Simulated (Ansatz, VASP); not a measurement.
**BaTe in VASP and in Ansatz**

```
Ba Te
1.0
     4.89537    0.00000    0.00000
    -2.44769    4.23952    0.00000
     0.00000    0.00000    8.58407
Ba Te
2 2
Direct
  0.00000 0.00000 0.00000
  0.00000 0.00000 0.50000
  0.33333 0.66667 0.25000
  0.66667 0.33333 0.75000
```

Alike in both runs: task single point; functional PBE; k mesh 6 × 6 × 2; non-collinear spin, spin-orbit coupling.

```csv
,VASP,Ansatz
version,VASP 6.6.1,Ansatz 0.2.0
potentials or method,"VASP PAW PBE potentials, release 64 (Ba_sv, Te)","plane waves, PAW"
plane-wave cutoff (eV),520,420
occupations,"gaussian, width 0.01 eV",fixed
valence electrons in the cell,32,52
```

|  | VASP | Ansatz | Ansatz less VASP |
| --- | --- | --- | --- |
| net moment per atom (μB) | 0.00 | 0.00 | 0.000 |

VASP's potentials hold 32 valence electrons a cell and Ansatz's 52, so a difference there can come from the potentials and not from the codes. Ansatz's warnings: optics gap not shown off mesh.

The k mesh is coarse, so the values compare programs but aren't converged.
